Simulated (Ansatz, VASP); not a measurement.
# AlRu in VASP and in Ansatz

```
Al Ru
1.0
     2.99160    0.00000    0.00000
     0.00000    2.99160    0.00000
     0.00000    0.00000    2.84202
Al Ru
1 1
Direct
  0.00000 0.00000 0.00000
  0.50000 0.50000 0.50000
```

Change from the starting cell: strain +0.000 along x and y, -0.050 along z, atoms carried along.

Alike in both runs: task single point; functional r2SCAN; k mesh 16 × 16 × 16; occupations gaussian, width 0.15 eV; no spin polarisation.

|  | VASP | Ansatz |
| --- | --- | --- |
| version | VASP 6.6.1 | Ansatz 0.2.0 |
| potentials or method | VASP PAW PBE potentials, release 64 (Al, Ru_pv), cutoff 520 eV | scalar-relativistic, plane waves, PAW |
| valence electrons in the cell | 17 | 19 |

|  | VASP | Ansatz | Ansatz less VASP |
| --- | --- | --- | --- |
| gap on the k mesh at the Fermi level (eV) | none | none | - |
| pressure (GPa) | 10.8 | 10.6 | -0.23 |
| traceless stress, the component that is largest in VASP (GPa) | 7.75 | 7.72 | -0.031 |

VASP's potentials were made for PBE, not for r2SCAN. A gap of «none» marks a metal or a gap that the smearing closes. VASP's potentials hold 17 valence electrons a cell and Ansatz's 19, so a difference there can come from the potentials and not from the codes.
